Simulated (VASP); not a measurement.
# Sc (Fm-3m) in VASP: notebook

The runs below take Sc through single point, relaxation of cell and atoms, with r2SCAN+D3(BJ), B3LYP+D3(BJ).

Program: VASP 6.6.1. These are calculated values, not measurements. Logs are shortened: lines on timing, memory, paths and dates and some standing lists are left out, and cuts for length are marked.

### Step 1. The cell of the first run

The structure is cubic, space group Fm-3m (No. 225). The conventional cell has a = 4.624 Å, b = 4.624 Å, c = 4.624 Å, α = 90.00°, β = 90.00°, γ = 90.00°. Within 4.3 Å of Sc (site symmetry m-3m) lie 12 Sc at 3.27 Å.

This isn't the form of Sc at room conditions, which is hcp.

### Step 2. Single point, r2SCAN+D3(BJ), collinear spin

POSCAR

```
Sc
1.0
    0.0000000000      2.3121426951      2.3121426951
    2.3121426951      0.0000000000      2.3121426951
    2.3121426951      2.3121426951      0.0000000000
Sc
1
Direct
    0.0000000000      0.0000000000      0.0000000000
```

INCAR.step1

```
SYSTEM = Sc
  ALGO = Normal
  EDIFF = 1E-4
  ENCUT = 520
  GGA = PE
  ISMEAR = -1
  ISPIN = 2
  LASPH = .True.
  LCHARG = .False.
  LMAXMIX = 4
  LREAL = .False.
  LWAVE = .True.
  MAGMOM = 0.6
  NBANDS = 16
  NELM = 150
  PREC = Accurate
  SIGMA = 0.01
```

INCAR.step2

```
SYSTEM = Sc
  ALGO = Normal
  EDIFF = 1E-6
  ENCUT = 520
  ISIF = 2
  ISMEAR = -1
  ISPIN = 2
  ISTART = 1
  IVDW = 12
  LASPH = .True.
  LCHARG = .False.
  LMAXMIX = 4
  LMIXTAU = .True.
  LORBIT = 11
  LREAL = .False.
  LWAVE = .False.
  MAGMOM = 0.6
  METAGGA = R2SCAN
  NBANDS = 16
  NELM = 150
  PREC = Accurate
  SIGMA = 0.01
  VDW_A1 = 0.49484001
  VDW_A2 = 5.73083694
  VDW_S6 = 1.0
  VDW_S8 = 0.78981345
```

KPOINTS

```
k-points
0
Gamma
  10 10 10
  0 0 0
```

Potentials or basis: VASP PAW PBE potentials, release 64 (Sc_sv).

The run is started by

```bash
$ cat potpaw_PBE.64/Sc_sv/POTCAR > POTCAR
$ cp INCAR.step1 INCAR
$ mpirun -np 1 vasp_std > vasp.out
$ cp INCAR.step2 INCAR
$ mpirun -np 1 vasp_std > vasp.out
```

OUTCAR:

```text
SYSTEM = Sc
   EDIFF = 1E-6
   ENCUT = 520
   ISIF = 2
   ISMEAR = -1
   ISPIN = 2
   ISTART = 1
   IVDW = 12
   LASPH = .True.
   LORBIT = 11
   LREAL = .False.
   METAGGA = R2SCAN
   NELM = 150
   PREC = Accurate
 IVDW          = 12

 ion  position               nearest neighbor table
   1  0.000  0.000  0.000-

  LATTYP: Found a face centered cubic cell.
 ALAT       =     4.6242853902

  Lattice vectors:

 A1 = (   0.0000000000,   2.3121426951,   2.3121426951)
 A2 = (   2.3121426951,   0.0000000000,   2.3121426951)
 A3 = (   2.3121426951,   2.3121426951,   0.0000000000)

Analysis of symmetry for initial positions (statically):
=====================================================================
 Subroutine PRICEL returns:
 Original cell was already a primitive cell.

 Routine SETGRP: Setting up the symmetry group for a
 face centered cubic supercell.

 Subroutine GETGRP returns: Found 48 space group operations
 (whereof 48 operations were pure point group operations)
 out of a pool of 48 trial point group operations.

The static configuration has the point symmetry O_h .

Analysis of symmetry for dynamics (positions and initial velocities):
=====================================================================
 Subroutine PRICEL returns:
 Original cell was already a primitive cell.

 Routine SETGRP: Setting up the symmetry group for a
 face centered cubic supercell.

 Subroutine GETGRP returns: Found 48 space group operations
 (whereof 48 operations were pure point group operations)
 out of a pool of 48 trial point group operations.

The dynamic configuration has the point symmetry O_h .

Analysis of structural, dynamic, and magnetic symmetry:
=====================================================================
 Subroutine PRICEL returns:
 Original cell was already a primitive cell.

 Routine SETGRP: Setting up the symmetry group for a
 face centered cubic supercell.

 Subroutine GETGRP returns: Found 48 space group operations
 (whereof 48 operations were pure point group operations)
 out of a pool of 48 trial point group operations.

The overall configuration has the point symmetry O_h .

 Subroutine INISYM returns: Found 48 space group operations
 (whereof 48 operations are pure point group operations),
 and found     1 'primitive' translations

[... 103 lines left out ...]
   NELECT =      11.0000    total number of electrons
   NUPDOWN=      -1.0000    fix difference up-down
   EMIN   =  10.00;   EMAX   =-10.00  energy-range for DOS
   EFERMI =   0.00;   METHOD = LEGACY
   ISMEAR =    -1;   SIGMA  =   0.01  broadening in eV -4-tet -1-fermi 0-gaus
   EFERMI_NEDOS =   21; number of points for ismear=-14 and -15
   IALGO  =     38    algorithm
   IMIX   =      4    mixing-type and parameters
     AMIX     =   0.40;   BMIX     =  1.00
     AMIX_MAG =   1.60;   BMIX_MAG =  1.00
  volume/ion in A,a.u.               =      24.72       166.83
  Fermi-wavevector in a.u.,A,eV,Ry     =   1.249821  2.361819 21.253009  1.562052
  Thomas-Fermi vector in A             =   2.383844
   LORBIT       =     11    0 simple, 1 ext, 2 COOP (PROOUT), +10 PAW based schemes
   METAGGA = R2SCAN    functional components
   LHFCALC =     F    Hartree Fock is set to
   AEXX    =    0.0000 exact exchange contribution
   IVDW    =    12    specifies the selected vdW correction
   LEPSILON=     F    determine dielectric tensor
   LRPA    =     F    only Hartree local field effects (RPA)
 spin polarized calculation
  energy-cutoff  :      520.00
  volume of cell :       24.72
 maximum number of plane-waves:       678
   NGX = 13   NGY = 13   NGZ = 13

 number of electron      11.0000000 magnetization       0.3574606

 Free energy of the ion-electron system (eV)
  ---------------------------------------------------
  ext. energy  EPLUGINS =         0.00000000
  ---------------------------------------------------
  free energy    TOTEN  =       -11.30044913 eV

  energy without entropy =      -11.30008208  energy(sigma->0) =      -11.30026560

 E-fermi :   3.7950     XC(G=0): -10.5925

 val. band max:        3.7914424377   @ k =   0.4000   0.1000   0.0000
 cond. band min:       3.8191943811   @ k =  -0.2000   0.3000   0.1000
 fundamental gap:      0.0277519434
 Fermi energy:         3.7950492300

 spin component 1

 k-point     1 :       0.0000    0.0000    0.0000
  band No.  band energies     occupation
      1     -47.8947      1.00000
      2     -25.3264      1.00000
      3     -25.3264      1.00000
      4     -25.3264      1.00000
      5      -2.0145      1.00000
      6       5.3881      0.00000
[... 435 lines left out ...]
      5       1.4660      1.00000
      6       3.3938      1.00000
[... 8 lines left out ...]
     15      20.7499      0.00000
     16      27.7493      0.00000

 [... further k-points ...]

 spin component 2

 k-point     1 :       0.0000    0.0000    0.0000
  band No.  band energies     occupation
      1     -47.7120      1.00000
      2     -25.1500      1.00000
      3     -25.1500      1.00000
      4     -25.1498      1.00000
      5      -1.5747      1.00000
      6       5.7139      0.00000
[... 435 lines left out ...]
      5       1.7682      1.00000
      6       3.8416      0.00942
[... 8 lines left out ...]
     15      20.9987      0.00000
     16      28.0086      0.00000

 [... further k-points ...]

------------------------ aborting loop because EDIFF is reached ----------------------------------------

 Edisp (eV)   -0.18388

 E8    (eV) :    -0.0721

  FORCE on cell =-STRESS in cart. coord.  units (eV):
  Direction    XX          YY          ZZ          XY          YZ          ZX
  --------------------------------------------------------------------------------------
  -------------------------------------------------------------------------------------
  Total      -0.01084    -0.01084    -0.01084    -0.00000    -0.00000     0.00000
  in kB      -0.70251    -0.70251    -0.70251    -0.00000    -0.00000     0.00000
  external pressure =       -0.70 kB  Pullay stress =        0.00 kB

 VOLUME and BASIS-vectors are now :
 -----------------------------------------------------------------------------
  energy-cutoff  :      520.00
  volume of cell :       24.72
      direct lattice vectors                 reciprocal lattice vectors
     0.000000000  2.312142695  2.312142695    -0.216249629  0.216249629  0.216249629
     2.312142695  0.000000000  2.312142695     0.216249629 -0.216249629  0.216249629
     2.312142695  2.312142695  0.000000000     0.216249629  0.216249629 -0.216249629

 POSITION                                       TOTAL-FORCE (eV/Angst)
 -----------------------------------------------------------------------------------
      0.00000      0.00000      0.00000         0.000000      0.000000      0.000000
 -----------------------------------------------------------------------------------
    total drift:                                0.000000     -0.000000     -0.000000

  FREE ENERGIE OF THE ION-ELECTRON SYSTEM (eV)
  ---------------------------------------------------
  free  energy   TOTEN  =       -11.4843336696 eV

  energy  without entropy=      -11.4839666178  energy(sigma->0) =      -11.48415014

 total charge

# of ion       s       p       d       tot
------------------------------------------
    1        2.263   6.115   0.961   9.339

 magnetization (x)

# of ion       s       p       d       tot
------------------------------------------
    1        0.004   0.032   0.159   0.195
```

OUTCAR.step1:

```text
SYSTEM = Sc
   EDIFF = 1E-4
   ENCUT = 520
   GGA = PE
   ISMEAR = -1
   ISPIN = 2
   LASPH = .True.
[... 1148 lines left out ...]
 -----------------------------------------------------------------------------------
      0.00000      0.00000      0.00000        -0.000000      0.000000      0.000000
 -----------------------------------------------------------------------------------
    total drift:                               -0.000000      0.000000      0.000000

  FREE ENERGIE OF THE ION-ELECTRON SYSTEM (eV)
  ---------------------------------------------------
  free  energy   TOTEN  =        -6.1976887478 eV

  energy  without entropy=       -6.1967953587  energy(sigma->0) =       -6.19724205
```

OSZICAR.step1:

```text
N       E                     dE             d eps       ncg     rms          rms(c)
DAV:   1     0.719922822042E+02    0.71992E+02   -0.47548E+03  3008   0.671E+02
DAV:   2    -0.556233365374E+01   -0.77555E+02   -0.75358E+02  3056   0.217E+02
DAV:   3    -0.682231321783E+01   -0.12600E+01   -0.12571E+01  3952   0.351E+01
DAV:   4    -0.684095881926E+01   -0.18646E-01   -0.18645E-01  3232   0.362E+00
DAV:   5    -0.684146101802E+01   -0.50220E-03   -0.50220E-03  4696   0.693E-01    0.590E+00
DAV:   6    -0.627606280506E+01    0.56540E+00   -0.52992E-01  3744   0.102E+01    0.180E+00
DAV:   7    -0.619711573643E+01    0.78947E-01   -0.12360E-01  4360   0.440E+00    0.889E-01
DAV:   8    -0.619855078332E+01   -0.14350E-02   -0.11860E-02  3456   0.966E-01    0.386E-01
DAV:   9    -0.619732898132E+01    0.12218E-02   -0.29635E-03  3504   0.533E-01    0.196E-01
DAV:  10    -0.619764620435E+01   -0.31722E-03   -0.14638E-04  3448   0.129E-01    0.318E-02
DAV:  11    -0.619768874778E+01   -0.42543E-04   -0.64846E-05  2224   0.522E-02
   1 F= -.61976887E+01 E0= -.61972421E+01  d E =-.893389E-03  mag=     0.2142
```

Run time: 40 s. Hardware: 1 thread of Intel Xeon 6975P-C (Granite Rapids), shared host; peak memory 0.17 GiB.

Results:

| Item | Value |
| --- | --- |
| Free energy | -11.4843 eV |
| Pressure | -0.1 GPa |
| Net moment | 0.36 μB per cell |
| Site moments | Sc +0.20 μB |
| Valence electrons inside the program's atomic spheres | Sc 9.34 |
| Dispersion energy per atom | -0.184 eV |

Caveat: the PAW data sets were made with another functional, which shifts forces and pressure a little.

### Step 3. Relaxation of cell and atoms, r2SCAN+D3(BJ), collinear spin

This run uses another cell than the first one, of 23.09 Å³/atom.

POSCAR

```
Sc
1.0
    0.0000000000      2.2600000000      2.2600000000
    2.2600000000      0.0000000000      2.2600000000
    2.2600000000      2.2600000000      0.0000000000
Sc
1
Direct
    0.0000000000      0.0000000000      0.0000000000
```

INCAR.step1

```
SYSTEM = Sc
ALGO = Normal ; EDIFF = 1E-4
ENCUT = 600 ; GGA = PE
ISMEAR = -1 ; ISPIN = 2
LASPH = .TRUE. ; LCHARG = .FALSE.
LMAXMIX = 4 ; LREAL = .FALSE.
LWAVE = .TRUE. ; MAGMOM = 0.6
NELM = 150 ; PREC = Accurate
SIGMA = 0.01
```

INCAR.step2

```
SYSTEM = Sc
ALGO = Normal ; EDIFF = 1E-6
EDIFFG = -0.01 ; ENCUT = 600
IBRION = 2 ; ISIF = 3
ISMEAR = -1 ; ISPIN = 2
ISTART = 1 ; IVDW = 12
LASPH = .TRUE. ; LCHARG = .FALSE.
LMAXMIX = 4 ; LMIXTAU = .TRUE.
LORBIT = 11 ; LREAL = .FALSE.
LWAVE = .FALSE. ; MAGMOM = 0.6
METAGGA = R2SCAN ; NELM = 150
NSW = 60 ; PREC = Accurate
SIGMA = 0.01 ; VDW_A1 = 0.49484001
VDW_A2 = 5.73083694 ; VDW_S6 = 1.0
VDW_S8 = 0.78981345
```

KPOINTS

```
k-points
0
G
  10 10 10
  0 0 0
```

Potentials or basis: VASP PAW PBE potentials, release 64 (Sc_sv).

The run is started by

```bash
$ cat potpaw_PBE.64/Sc_sv/POTCAR > POTCAR
$ cp INCAR.step1 INCAR
$ mpirun -np 1 vasp_std > vasp.out
$ cp INCAR.step2 INCAR
$ mpirun -np 1 vasp_std > vasp.out
```

Run time: 3.4 min. Hardware: 1 thread of Intel Xeon 6975P-C (Granite Rapids), shared host; peak memory 0.21 GiB.

Results (log left out):

```
Free energy                                           : -11.4841 eV
Relaxed volume                                        : 24.71 Å³/atom
Relaxed cell                                          : a = 3.269 Å, b = 3.269 Å, c = 3.269 Å, α = 60.00°, β = 60.00°, γ = 60.00°
Space group after relaxing (to 0.1 Å)                 : Fm-3m (No. 225)
Energy gained by relaxing                             : 19.2 meV/atom
Ionic steps                                           : 4
Pressure after relaxing                               : 0.0 GPa
Net moment                                            : 0.36 μB per cell
Site moments                                          : Sc +0.20 μB
Valence electrons inside the program's atomic spheres : Sc 9.34
Dispersion energy per atom                            : -0.184 eV
```

Step by step:
| step | energy change (eV) | largest force (eV/Å) | pressure (GPa) | volume (Å³) |
| --- | --- | --- | --- | --- |
| 1 | 0.0000 | 0.0000 | 4.06 | 23.09 |
| 2 | -0.0181 | 0.0000 | -0.89 | 25.09 |
| 3 | -0.0192 | 0.0000 | 0.08 | 24.68 |
| 4 | -0.0192 | 0.0000 | -0.02 | 24.71 |

Final structure:
```yaml
crystal:
  lattice:
    - [0.00000, 2.31178, 2.31178]
    - [2.31178, 0.00000, 2.31178]
    - [2.31178, 2.31178, 0.00000]
  atoms:
    - { symbol: Sc, position: [0.00000, 0.00000, 0.00000] }
```

Levels at points of the mesh, in eV from the Fermi level:
Spin up:
| k point | band 2 | band 3 | band 4 | band 5 | band 6 | band 7 | band 8 | band 9 |
| --- | --- | --- | --- | --- | --- | --- | --- | --- |
| (0.00, 0.00, 0.00) | -29.12 | -29.12 | -29.12 | -5.81 | 1.59 | 1.59 | 1.59 | 3.17 |
| (0.50, 0.00, 0.00) | -29.53 | -29.17 | -29.17 | -2.10 | -0.16 | 1.55 | 1.55 | 4.02 |
| (0.50, 0.50, 0.00) | -29.51 | -29.27 | -29.27 | -1.67 | -0.84 | 1.56 | 4.09 | 4.20 |
Spin down:
```tsv
k point	band 3	band 4	band 5	band 6	band 7	band 8
(0.00, 0.00, 0.00)	-28.94	-28.94	-5.37	1.92	1.92	1.92
(0.50, 0.00, 0.00)	-28.99	-28.99	-1.60	0.19	1.74	1.74
(0.50, 0.50, 0.00)	-29.08	-29.08	-1.56	-0.37	2.12	4.16
```

Caveat: the PAW data sets were made with another functional, which shifts forces and pressure a little. Zero-point motion and thermal expansion aren't in these numbers.

### Step 4. Single point, B3LYP+D3(BJ)

This run uses another cell than the first one, of 23.09 Å³/atom.

POSCAR is that of step 3.

INCAR.step1

```
PREC = Accurate
ENCUT = 400
EDIFF = 1E-5
ISMEAR = 1
SIGMA = 0.05
LREAL = F
LASPH = T
NELM = 120
ALGO = Normal
ISIF = 2
LWAVE = T
LCHARG = F
GGA = PE
NBANDS = 12
GGA_COMPAT = F
```

INCAR.step2

```
PREC = Accurate
ENCUT = 400
EDIFF = 1E-6
ISMEAR = 1
SIGMA = 0.05
LREAL = F
LASPH = T
NELM = 120
ALGO = Normal
ISIF = 2
LWAVE = F
LCHARG = F
GGA = B3
LHFCALC = T
AEXX = 0.2
AGGAX = 0.72
AGGAC = 0.81
ALDAC = 0.19
PRECFOCK = Normal
IVDW = 12
ISTART = 1
NBANDS = 12
GGA_COMPAT = F
```

KPOINTS

```
Automatic mesh
0
Gamma
  7 7 7
```

The run is started by

```bash
$ cat potpaw_PBE.64/Sc_sv/POTCAR > POTCAR
$ cp INCAR.step1 INCAR
$ mpirun -np 1 vasp_std > vasp.out
$ cp INCAR.step2 INCAR
$ mpirun -np 1 vasp_std > vasp.out
```

Run time: 9 min. Hardware: 1 thread of Intel Xeon 8259CL, shared host; peak memory 0.16 GiB.

Results (log left out):

- Free energy: -7.7185 eV
- Pressure: -1.2 GPa
- Band gap on the k mesh: zero (an odd number of electrons rules out a gap without spin polarisation)
- Dispersion energy per atom: -0.862 eV

Levels at points of the mesh, in eV from the Fermi level:
```csv
k point,band 1,band 2,band 3,band 4,band 5,band 6,band 7,band 8,band 9,band 10
"(0.00, 0.00, 0.00)",-52.98,-30.20,-30.20,-30.20,-6.41,2.53,2.53,2.53,4.17,4.17
```

Caveat: three body term missing; the PAW data sets were made with another functional, which shifts forces and pressure a little.

### Step 5. Overview

```tsv
task	level	spin	cell	k mesh	cutoff (eV)	smearing	grid for exact exchange (PRECFOCK)	share of exact exchange	gap on the mesh (eV)	pressure (GPa)	moment (μB)
single point	r2SCAN+D3(BJ)	collinear	a = 3.270 Å, angles 60.0°, 1 atom	10 × 10 × 10	520	fermi-dirac 0.01 eV	-	-	none	-0.1	0.36
relaxation of cell and atoms	r2SCAN+D3(BJ)	collinear	relaxed from a = 3.196 Å, angles 60.0°, 1 atom	10 × 10 × 10	600	fermi-dirac 0.01 eV	-	-	none	0.0	0.36
single point	B3LYP+D3(BJ)	off	a = 3.196 Å, angles 60.0°, 1 atom	7 × 7 × 7	400	methfessel-paxton 0.05 eV	Normal	0.2	none	-1.2	-
```

Alike in all rows: potentials or basis VASP PAW PBE potentials, release 64 (Sc_sv).

Caveats: the PAW data sets were made with another functional, which shifts forces and pressure a little; three body term missing (at least some runs).

Absolute energies hang on the potentials; compare differences alone.

The gap in the log of VASP goes by the Fermi energy; the results here count the filled bands.